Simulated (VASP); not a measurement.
# Ba (Im-3m) in VASP: a series of runs, part 2 of 2

VASP 6.6.1.

### 4 Single point, PBE

INCAR reads:

```
SYSTEM = Ba
ALGO     = Normal         ! electronic algorithm
EDIFF    = 1E-6           ! SCF threshold, eV
ENCUT    = 520            ! plane-wave cutoff, eV
GGA      = PE             ! functional
ISIF     = 2              ! what is computed and relaxed
ISMEAR   = 1              ! smearing method
LASPH    = .TRUE.         ! aspherical terms in the spheres
LCHARG   = .FALSE.        ! write CHGCAR
LREAL    = .FALSE.        ! projectors in reciprocal space
LWAVE    = .FALSE.        ! write WAVECAR
NBANDS   = 11             ! bands
NELM     = 100            ! most SCF steps
PREC     = Accurate       ! precision mode
SIGMA    = 0.03           ! smearing width, eV
```

KPOINTS reads:

```
k-points
0
G
  9 9 9
  0 0 0
```

POSCAR reads:

```
Ba
1.0
   -2.5124914082      2.5124914082      2.5124914082
    2.5124914082     -2.5124914082      2.5124914082
    2.5124914082      2.5124914082     -2.5124914082
Ba
1
Direct
    0.0000000000      0.0000000000      0.0000000000
```

Potentials or basis: VASP PAW PBE potentials, release 64 (Ba_sv).

Started as:

```bash
cat potpaw_PBE.64/Ba_sv/POTCAR > POTCAR
mpirun -np 1 vasp_std > vasp.out
```

OUTCAR:

```text
SYSTEM = Ba
   EDIFF = 1E-6
   ENCUT = 520
   GGA = PE
   ISIF = 2
   ISMEAR = 1
   LASPH = .TRUE.
   LREAL = .FALSE.
   NELM = 100
   PREC = Accurate

 ion  position               nearest neighbor table
   1  0.000  0.000  0.000-

  LATTYP: Found a body centered cubic cell.
 ALAT       =     5.0249828164

  Lattice vectors:

 A1 = (  -2.5124914082,   2.5124914082,   2.5124914082)
 A2 = (   2.5124914082,  -2.5124914082,   2.5124914082)
 A3 = (   2.5124914082,   2.5124914082,  -2.5124914082)

Analysis of symmetry for initial positions (statically):
=====================================================================
 Subroutine PRICEL returns:
 Original cell was already a primitive cell.

 Routine SETGRP: Setting up the symmetry group for a
 body centered cubic supercell.

 Subroutine GETGRP returns: Found 48 space group operations
 (whereof 48 operations were pure point group operations)
 out of a pool of 48 trial point group operations.

The static configuration has the point symmetry O_h .

Analysis of symmetry for dynamics (positions and initial velocities):
=====================================================================
 Subroutine PRICEL returns:
 Original cell was already a primitive cell.

 Routine SETGRP: Setting up the symmetry group for a
 body centered cubic supercell.

 Subroutine GETGRP returns: Found 48 space group operations
 (whereof 48 operations were pure point group operations)
 out of a pool of 48 trial point group operations.

The dynamic configuration has the point symmetry O_h .

 Subroutine INISYM returns: Found 48 space group operations
 (whereof 48 operations are pure point group operations),
 and found     1 'primitive' translations

[... 114 lines left out ...]
  Fermi-wavevector in a.u.,A,eV,Ry     =   0.884335  1.671151 10.640419  0.782049
  Thomas-Fermi vector in A             =   2.005222
   LORBIT       =      0    0 simple, 1 ext, 2 COOP (PROOUT), +10 PAW based schemes
   GGA     = PE    functional components
   LHFCALC =     F    Hartree Fock is set to
   AEXX    =    0.0000 exact exchange contribution
   IVDW    =     0    specifies the selected vdW correction
   LEPSILON=     F    determine dielectric tensor
   LRPA    =     F    only Hartree local field effects (RPA)
 non-spin polarized calculation
 Methfessel and Paxton  Order N= 1 SIGMA  =   0.03
  energy-cutoff  :      520.00
  volume of cell :       63.44
 maximum number of plane-waves:      1730
   NGX = 17   NGY = 17   NGZ = 17

 number of electron      10.0000000 magnetization

 Free energy of the ion-electron system (eV)
  ---------------------------------------------------
  ext. energy  EPLUGINS =         0.00000000
  ---------------------------------------------------
  free energy    TOTEN  =        -1.90532218 eV

  energy without entropy =       -1.90469824  energy(sigma->0) =       -1.90511420

 E-fermi :   1.6719     XC(G=0):  -7.3871

 val. band max:        1.6703748966   @ k =  -0.3333   0.3333   0.3333
 cond. band min:       1.6724009578   @ k =   0.3333   0.2222   0.1111
 fundamental gap:      0.0020260612
 Fermi energy:         1.6719235700

 k-point     1 :       0.0000    0.0000    0.0000
  band No.  band energies     occupation
      1     -27.2736      2.00000
      2     -12.2269      2.00000
      3     -12.2269      2.00000
      4     -12.2269      2.00000
      5      -1.1243      2.00000
      6       3.4451      0.00000
      7       3.4451      0.00000
      8       3.4451      0.00000
      9       4.8383      0.00000
     10       4.8383      0.00000
     11       8.5374      0.00000
[... 309 lines left out ...]
 k-point    24 :      -0.4444   -0.4444    0.1111
  band No.  band energies     occupation
      1     -27.2241      2.00000
      2     -12.6301      2.00000
      3     -12.4400      2.00000
      4     -12.2986      2.00000
      5       1.2659      2.00000
      6       2.2336     -0.00000
      7       2.5687      0.00000
      8       4.0759      0.00000
      9       5.5700      0.00000
     10       7.0155      0.00000
     11       7.3984      0.00000

 [... further k-points ...]

------------------------ aborting loop because EDIFF is reached ----------------------------------------

  FORCE on cell =-STRESS in cart. coord.  units (eV):
  Direction    XX          YY          ZZ          XY          YZ          ZX
  --------------------------------------------------------------------------------------
  -------------------------------------------------------------------------------------
  Total        0.0237945      0.0237945      0.0237945      0.0000000      0.0000000     -0.0000000
  in kB        0.6009152      0.6009152      0.6009152      0.0000000      0.0000000     -0.0000000
  external PRESSURE =       0.6009152 kB  Pullay stress =       0.0000000 kB

 VOLUME and BASIS-vectors are now :
 -----------------------------------------------------------------------------
  energy-cutoff  :      520.00
  volume of cell :       63.44
      direct lattice vectors                 reciprocal lattice vectors
    -2.512491408  2.512491408  2.512491408     0.000000000  0.199005656  0.199005656
     2.512491408 -2.512491408  2.512491408     0.199005656  0.000000000  0.199005656
     2.512491408  2.512491408 -2.512491408     0.199005656  0.199005656  0.000000000

 POSITION                                       TOTAL-FORCE (eV/Angst)
 -----------------------------------------------------------------------------------
      0.00000      0.00000      0.00000        -0.000000     -0.000000      0.000000
 -----------------------------------------------------------------------------------
    total drift:                                0.000000      0.000000     -0.000000

  FREE ENERGIE OF THE ION-ELECTRON SYSTEM (eV)
  ---------------------------------------------------
  free  energy   TOTEN  =        -1.9053221777 eV

  energy  without entropy=       -1.9046982372  energy(sigma->0) =       -1.90511420
```

Run time: 30 s. Hardware: 1 thread of AMD EPYC 7R13, shared host; peak memory 0.15 GiB.

Results:

```yaml
Free_energy: -1.9053 eV
Pressure: 0.1 GPa
Band_gap_on_the_k_mesh: zero (bands 5 and 6 overlap by 0.91 eV)
```

Caveat: spin-orbit coupling is left out, which moves the levels of the heavy elements.

### 5 Single point, PBE

INCAR reads:

```
SYSTEM = Ba
PREC     = Accurate       ! precision mode
ENCUT    = 520            ! plane-wave cutoff, eV
EDIFF    = 1E-7           ! SCF threshold, eV
ISMEAR   = 1              ! smearing method
SIGMA    = 0.1            ! smearing width, eV
LREAL    = .False.        ! projectors in reciprocal space
LASPH    = .True.         ! aspherical terms in the spheres
NELM     = 100            ! most SCF steps
ALGO     = Normal         ! electronic algorithm
ISIF     = 2              ! what is computed and relaxed
LWAVE    = .False.        ! write WAVECAR
LCHARG   = .False.        ! write CHGCAR
GGA      = PE             ! functional
NBANDS   = 11             ! bands
```

KPOINTS reads:

```
regular mesh
0
Gamma
  9 9 9
  0 0 0
```

POSCAR is that of step 4.

Started as:

```bash
cat potpaw_PBE.64/Ba_sv/POTCAR > POTCAR
mpirun -np 1 vasp_std > vasp.out
```

Wall time 31 s (1 thread of AMD EPYC 7R13, shared host); peak memory 0.15 GiB.

Results (log left out):

| Item | Value |
| --- | --- |
| Free energy | -1.9067 eV |
| Pressure | 0.0 GPa |
| Band gap on the k mesh | zero (bands 5 and 6 overlap by 0.91 eV) |

Levels at points of the mesh, in eV from the Fermi level:
| k point | band 3 | band 4 | band 5 | band 6 | band 7 | band 8 |
| --- | --- | --- | --- | --- | --- | --- |
| (0.00, 0.00, 0.00) | -13.88 | -13.88 | -2.78 | 1.79 | 1.79 | 1.79 |

Caveat: spin-orbit coupling is left out, which moves the levels of the heavy elements.

### 6 The runs side by side

| smearing | gap on the mesh (eV) | pressure (GPa) |
| --- | --- | --- |
| gaussian 1 eV | none | 0.5 |
| methfessel-paxton 0.01 eV | none | 0.1 |
| methfessel-paxton 0.03 eV | none | 0.1 |
| methfessel-paxton 0.1 eV | none | 0.0 |

Alike in all rows: task single point; level PBE; potentials or basis VASP PAW PBE potentials, release 64 (Ba_sv); no spin polarisation; cell as given; k mesh 9 × 9 × 9; cutoff (eV) 520.

Caveats: spin-orbit coupling is left out, which moves the levels of the heavy elements; so wide a smearing shifts energies and pressures (at least some runs).

Total energies depend on the potentials used, so only differences within one code and one set of settings carry meaning.
